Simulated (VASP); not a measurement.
CdTe:

```
Cd Te
1.0
     0.00000    3.20500    3.20500
     3.20500    0.00000    3.20500
     3.20500    3.20500    0.00000
Cd Te
1 1
Direct
  0.00000 0.00000 0.00000
  0.25000 0.25000 0.25000
```

```yaml
Program: VASP 6.6.1
Task: relaxation of cell and atoms
Functional: r2SCAN
Potentials_or_basis: VASP PAW PBE potentials, release 64 (Cd, Te)
Cutoff: 600 eV
k_mesh: 8 × 8 × 8
Occupations: gaussian, width 0.02 eV
Spin: no spin polarisation
```

At the start: pressure 3.3 GPa; volume 32.92 Å³/atom.

Task: Where does the relaxation end?

Result: Over 3 steps the energy falls by 23.1 meV/atom and the volume is 35.30 Å³/atom (+7.2 %); space group F-43m (No. 216, to 0.1 Å) before and after.

Step by step:
| step | energy change (eV) | largest force (eV/Å) | pressure (GPa) | volume (Å³) |
| --- | --- | --- | --- | --- |
| 1 | 0.0000 | 0.0000 | 3.32 | 65.84 |
| 2 | -0.0398 | 0.0000 | -1.02 | 72.56 |
| 3 | -0.0462 | 0.0000 | 0.01 | 70.60 |

Final structure:
```
CELL_PARAMETERS angstrom
0.00000 3.28042 3.28042
3.28042 0.00000 3.28042
3.28042 3.28042 0.00000
ATOMIC_POSITIONS crystal
Cd 0.00000 0.00000 0.00000
Te 0.25000 0.25000 0.25000
```

Caveat: the PAW data sets were made with another functional, which shifts forces and pressure a little.
